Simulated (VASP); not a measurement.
The system is LiF.

```
Li F
1.0
     0.00000    2.03353    2.03353
     2.03353    0.00000    2.03353
     2.03353    2.03353    0.00000
Li F
1 1
Direct
  0.00000 0.00000 0.00000
  0.50000 0.50000 0.50000
```

```yaml
Program: VASP 6.6.1
Task: relaxation of cell and atoms
Functional: PBEsol
Potentials_or_basis: VASP PAW PBE potentials, release 64 (Li_sv, F)
Cutoff: 600 eV
k_mesh: 10 × 10 × 10
Occupations: fermi-dirac, width 0.02 eV
Spin: no spin polarisation
```

At the start: pressure -3.5 GPa; volume 8.41 Å³/atom.

Problem. How do energy, volume and symmetry change on relaxing?

Solution. Over 3 steps the energy falls by 4.9 meV/atom and the volume is 7.98 Å³/atom (-5.1 %); space group Fm-3m (No. 225, to 0.1 Å) before and after.

The path:
| step | energy change (eV) | largest force (eV/Å) | pressure (GPa) | volume (Å³) |
| --- | --- | --- | --- | --- |
| 1 | 0.0000 | 0.0000 | -3.47 | 16.82 |
| 2 | -0.0073 | 0.0000 | -1.82 | 16.38 |
| 3 | -0.0097 | 0.0000 | 0.02 | 15.95 |

Final structure:
```
Li F
1.0
     0.00000    1.99806    1.99806
     1.99806    0.00000    1.99806
     1.99806    1.99806    0.00000
Li F
1 1
Direct
  0.00000 0.00000 0.00000
  0.50000 0.50000 0.50000
```

Caveat: the cutoff is under 1.25 times the usual one of these potentials, so pressure, stress and relaxed cells hold a basis-set (Pulay) error; the PAW data sets were made with another functional, which shifts forces and pressure a little.
